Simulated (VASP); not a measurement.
Here is a VASP 6.6.1 calculation.

Contents of INCAR:

```
SYSTEM = TaSi2
PREC = Accurate
ENCUT = 520
EDIFF = 1E-6
ISMEAR = 0
SIGMA = 0.15
LREAL = .FALSE.
LASPH = .TRUE.
NELM = 100
ALGO = Normal
ISIF = 2
LWAVE = .FALSE.
LCHARG = .FALSE.
GGA = PS
NBANDS = 38
```

Contents of KPOINTS:

```
Automatic mesh
0
G
  12 12 6
  0 0 0
```

Contents of POSCAR:

```
TaSi2
1.0
    4.7609902391      0.0000000000      0.0000000000
   -2.3804951195      4.1231384942      0.0000000000
    0.0000000000      0.0000000000      6.5561430408
Ta Si
3 6
Direct
    0.5127330188      0.0254660376      0.0000000000
    0.5127330188      0.4872669812      0.6666666667
   -0.0254660376      0.4872669812      0.3333333333
    0.1689248116      0.3378496232      0.0000000000
    0.8503593039      0.1496406961      0.6666666667
    0.6621503768      0.8310751884      0.3333333333
    0.8503593039      0.7007186079      0.0000000000
    0.1689248116      0.8310751884      0.6666666667
    0.2992813921      0.1496406961      0.3333333333
```

Potentials or basis: VASP PAW PBE potentials, release 64 (Ta_pv, Si).

Run with:

```bash
$ cat potpaw_PBE.64/Ta_pv/POTCAR potpaw_PBE.64/Si/POTCAR > POTCAR
$ mpirun -np 1 vasp_std > vasp.out
```

Q: Estimate the largest force.

A: 0.810 eV/Å.

Q: Estimate the pressure.

A: 0.5 GPa.

Stress tensor (GPa, compression positive):
```
0.47 0.00 0.00
0.00 0.47 0.00
0.00 0.00 0.60
```

Caveat: the cell differs from its parent crystal (mode 4 (106.9 1/cm) frozen in, largest displacement +0.105 Å); the PAW data sets were made with another functional, which shifts forces and pressure a little.
